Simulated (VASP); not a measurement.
Input of a VASP 6.6.1 run:

The input INCAR:

```
SYSTEM = Ti
PREC     = Accurate       ! precision mode
ENCUT    = 520            ! plane-wave cutoff, eV
EDIFF    = 1E-6           ! SCF threshold, eV
ISMEAR   = 0              ! smearing method
SIGMA    = 0.15           ! smearing width, eV
LREAL    = .FALSE.        ! projectors in reciprocal space
LASPH    = .TRUE.         ! aspherical terms in the spheres
NELM     = 100            ! most SCF steps
ALGO     = Fast           ! electronic algorithm
ISIF     = 2              ! what is computed and relaxed
LWAVE    = .FALSE.        ! write WAVECAR
LCHARG   = .FALSE.        ! write CHGCAR
GGA      = PE             ! functional
NBANDS   = 12             ! bands
```

File KPOINTS:

```
Automatic mesh
0
G
  20 20 20
  0 0 0
```

POSCAR

```
Ti
1.0
   -1.8066566543      1.8066566543      1.4648567468
    1.8066566543     -1.8066566543      1.4648567468
    1.4485805607      1.4485805607     -1.4648567468
Ti
1
Direct
    0.0000000000      0.0000000000      0.0000000000
```

Potentials or basis: VASP PAW PBE potentials, release 64 (Ti_sv).

The run is started by

```sh
$ cat potpaw_PBE.64/Ti_sv/POTCAR > POTCAR
$ mpirun -np 1 vasp_std > vasp.out
```

Task: Predict the band gap on the k mesh.

Result: Zero (bands 6 and 7 overlap by 1.54 eV).

Task: Estimate the pressure.

Result: 13.9 GPa.

Stress tensor (GPa, compression positive):
```
12.96  9.52  0.00
 9.52 12.96  0.00
 0.00  0.00 15.86
```

Caveat: the cell differs from its parent crystal (engineering shear strain xy -0.2200, normal strain along z -0.1000); the cell stands under pressure.
